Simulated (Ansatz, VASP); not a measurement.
**BiTe: VASP beside Ansatz**

The input INCAR:

```
ALGO = Normal
EDIFF = 1E-6
ENCUT = 520
GGA = PE
ISIF = 2
ISMEAR = -1
LASPH = T
LCHARG = F
LREAL = F
LWAVE = F
NBANDS = 18
NELM = 100
PREC = Accurate
SIGMA = 0.08
```

KPOINTS

```
k-points
0
Gamma
  10 10 10
```

Contents of POSCAR:

```
BiTe
1.0
    0.0000000000      3.2350000000      3.2350000000
    3.2350000000      0.0000000000      3.2350000000
    3.2350000000      3.2350000000      0.0000000000
Bi Te
1 1
Direct
    0.0000000000      0.0000000000      0.0065573416
    0.5000000000      0.5000000000      0.5000000000
```

Input for Ansatz:

```yaml
crystal:
  lattice:
    - [0.0, 3.235, 3.235]
    - [3.235, 0.0, 3.235]
    - [3.235, 3.235, 0.0]
  atoms:
    - { symbol: Bi, position: [0.0, 0.0, 0.0065573416] }
    - { symbol: Te, position: [0.5, 0.5, 0.5] }
kpoints:
  mp_grid: { grid: [10, 10, 10] }
scf:
  occupations: { method: fermi_dirac, width: 0.08 }
hamiltonian:
  xc: pbe
  pseudopotentials: { kind: all_electron, lapw: { basis_error: 0.0005 } }
output:
  forces: true
  stress: true
  eigenvalues: true
```

Alike in both runs: task single point; functional PBE; k mesh 10 × 10 × 10; occupations fermi-dirac, width 0.08 eV; no spin polarisation.

|  | VASP | Ansatz |
| --- | --- | --- |
| version | VASP 6.6.1 | Ansatz 0.2.0 |
| potentials or method | VASP PAW PBE potentials, release 64 (Bi_d, Te), cutoff 520 eV | all-electron LAPW, scalar-relativistic |

VASP gave:

* pressure (GPa): 0.7
* rms of the force components (eV/Å): 0.045

**Question.** What did Ansatz give for the same quantities?

**Answer.** Pressure (GPa): 0.8; rms of the force components (eV/Å): 0.044.

Atom by atom the forces differ by 0.000 eV/Å (rms over components). Ansatz ran all-electron here, and VASP with PAW potentials.

Neither program's run includes spin-orbit coupling.
